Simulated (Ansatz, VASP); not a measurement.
# One calculation of Te, two programs

```
CELL_PARAMETERS angstrom
2.21489 1.27877 1.92460
-2.21489 1.27877 1.92460
0.00000 -2.55754 1.92460
ATOMIC_POSITIONS crystal
Te 0.50000 0.50000 0.50000
```

Alike in both runs: task single point; functional PBE; k mesh 15 × 15 × 15; occupations gaussian, width 0.15 eV; no spin polarisation.

|  | VASP | Ansatz |
| --- | --- | --- |
| version | VASP 6.6.1 | Ansatz 0.2.0 |
| potentials or method | VASP PAW PBE potentials, release 64 (Te), cutoff 520 eV | scalar-relativistic, plane waves, PAW |
| valence electrons in the cell | 6 | 16 |

```tsv
	VASP	Ansatz	Ansatz less VASP
gap on the k mesh at the Fermi level (eV)	none	none	-
pressure (GPa)	-0.1	-0.1	+0.05
traceless stress, the component that is largest in VASP (GPa)	-0.30	-0.30	-0.002
```

A gap of «none» marks a metal or a gap that the smearing closes. The functional is the same, so the differences come from potentials, cutoffs and numerics. VASP's potentials hold 6 valence electrons a cell and Ansatz's 16, so a difference there can come from the potentials and not from the codes.

Neither program's run includes spin-orbit coupling.
